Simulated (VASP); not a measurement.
Crystal: AlSn.

```xyz
2
Lattice="4.1981 0.0000 0.0000 -2.0991 3.6357 0.0000 0.0000 0.0000 3.3068" Properties=species:S:1:pos:R:3 pbc="T T T"
Sn    0.0000    2.4238    1.6534
Al    0.0000    0.0000    0.0000
```

| Quantity | Value |
| --- | --- |
| Program | VASP 6.6.1 |
| Task | relaxation of cell and atoms |
| Functional | r2SCAN |
| Potentials or basis | VASP PAW PBE potentials, release 64 (Sn_d, Al) |
| Cutoff | 600 eV |
| k mesh | 7 × 7 × 8 |
| Occupations | fermi-dirac, width 0.05 eV |
| Spin | no spin polarisation |

At the start: pressure -1.2 GPa; volume 25.24 Å³/atom.

Where does the relaxation end?

Over 5 steps the energy falls by 2.3 meV/atom and the volume is 24.69 Å³/atom (-2.2 %); space group P-6m2 (No. 187, to 0.05 Å).

Step by step:
```tsv
step	energy change (eV)	largest force (eV/Å)	pressure (GPa)	volume (Å³)
1	0.0000	0.0000	-1.18	50.47
2	-0.0043	0.0000	0.34	49.13
3	-0.0046	0.0000	0.01	49.38
4	-0.0046	0.0000	0.06	49.36
5	-0.0046	0.0000	0.03	49.39
```

Final structure:
```yaml
crystal:
  lattice:
    - [4.17768, 0.00000, 0.00000]
    - [-2.08884, 3.61797, 0.00000]
    - [0.00000, 0.00000, 3.26735]
  atoms:
    - { symbol: Sn, position: [0.33333, 0.66667, 0.50000] }
    - { symbol: Al, position: [0.00000, 0.00000, 0.00000] }
```

Caveat: the PAW data sets were made with another functional, which shifts forces and pressure a little.
